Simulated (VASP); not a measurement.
The system is Si2W (sol).

```
CELL_PARAMETERS angstrom
4.61685 0.00000 0.00000
-2.30843 3.99831 0.00000
0.00000 0.00000 6.65322
ATOMIC_POSITIONS crystal
Si 0.83637 0.67275 0.50000
Si 0.16363 0.83637 0.83333
Si 0.67275 0.83637 0.16667
Si 0.16363 0.32725 0.50000
Si 0.83637 0.16363 0.83333
Si 0.32725 0.16363 0.16667
W 0.00000 0.50000 0.16667
W 0.50000 0.50000 0.83333
W 0.50000 0.00000 0.50000
```

```yaml
Program: VASP 6.6.1
Task: relaxation of cell and atoms
Functional: PBEsol
Potentials_or_basis: VASP PAW PBE potentials, release 64 (Si, W_sv)
Cutoff: 600 eV
k_mesh: 9 × 9 × 6
Occupations: gaussian, width 0.1 eV
Spin: no spin polarisation
```

At the start: pressure -5.3 GPa; volume 13.65 Å³/atom.

Problem. How do energy, volume and symmetry change on relaxing?

Solution. Over 12 steps the energy falls by 5.4 meV/atom and the volume is 13.33 Å³/atom (-2.3 %); space group P6_222 (No. 180, to 0.05 Å).

The path:
| step | energy change (eV) | largest force (eV/Å) | pressure (GPa) | volume (Å³) |
| --- | --- | --- | --- | --- |
| 1 | 0.0000 | 0.0351 | -5.29 | 122.82 |
| 2 | 0.1145 | 0.0383 | 10.93 | 114.97 |
| 3 | -0.0487 | 0.0109 | -0.06 | 119.98 |
| 4 | -0.0487 | 0.0104 | 0.04 | 119.92 |
| 5 | -0.0489 | 0.0045 | 0.04 | 119.91 |
| 6 | -0.0489 | 0.0040 | 0.04 | 119.91 |
| 7 | -0.0489 | 0.0032 | 0.04 | 119.91 |
| 8 | -0.0489 | 0.0039 | 0.04 | 119.91 |
| 9 | -0.0489 | 0.0011 | -0.07 | 119.97 |
| 10 | -0.0489 | 0.0026 | -0.02 | 119.94 |
| 11 | -0.0489 | 0.0029 | -0.01 | 119.93 |
| 12 | -0.0489 | 0.0003 | 0.00 | 119.93 |

Final structure:
```
Si W
1.0
     4.57812    0.00000    0.00000
    -2.28906    3.96477    0.00000
     0.00000    0.00000    6.60730
Si W
6 3
Direct
  0.83621 0.67242 0.50000
  0.16379 0.83621 0.83333
  0.67242 0.83621 0.16667
  0.16379 0.32758 0.50000
  0.83621 0.16379 0.83333
  0.32758 0.16379 0.16667
  0.00000 0.50000 0.16667
  0.50000 0.50000 0.83333
  0.50000 0.00000 0.50000
```

Caveat: the PAW data sets were made with another functional, which shifts forces and pressure a little.
